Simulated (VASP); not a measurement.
The system is MgS (Niningerite).

```
CELL_PARAMETERS angstrom
0.00000 2.60152 2.60152
2.60152 0.00000 2.60152
2.60152 2.60152 0.00000
ATOMIC_POSITIONS crystal
Mg 0.00000 0.00000 0.00000
S 0.50000 0.50000 0.50000
```

Base run:

- Program: VASP 6.6.1
- Functional: r2SCAN
- Potentials or basis: VASP PAW PBE potentials, release 64 (Mg, S)
- Cutoff: 520 eV
- k mesh: 8 × 8 × 8
- Occupations: gaussian, width 0.01 eV
- Spin: no spin polarisation

Its results: band gap on the k mesh 3.43 eV, indirect (least direct gap 4.62 eV); pressure -0.5 GPa.

Question: The run is repeated on the same cell with these changes: functional from r2SCAN to PBE. What comes out?

Answer: Band gap on the k mesh 2.78 eV, indirect (least direct gap 3.71 eV); pressure 0.9 GPa.

r2SCAN gives the wider gap, since meta-GGAs in the generalised Kohn-Sham scheme recover part of the derivative discontinuity.

Caveats: the PAW data sets were made with another functional, which shifts forces and pressure a little (some runs).

A k mesh can miss the band edges.
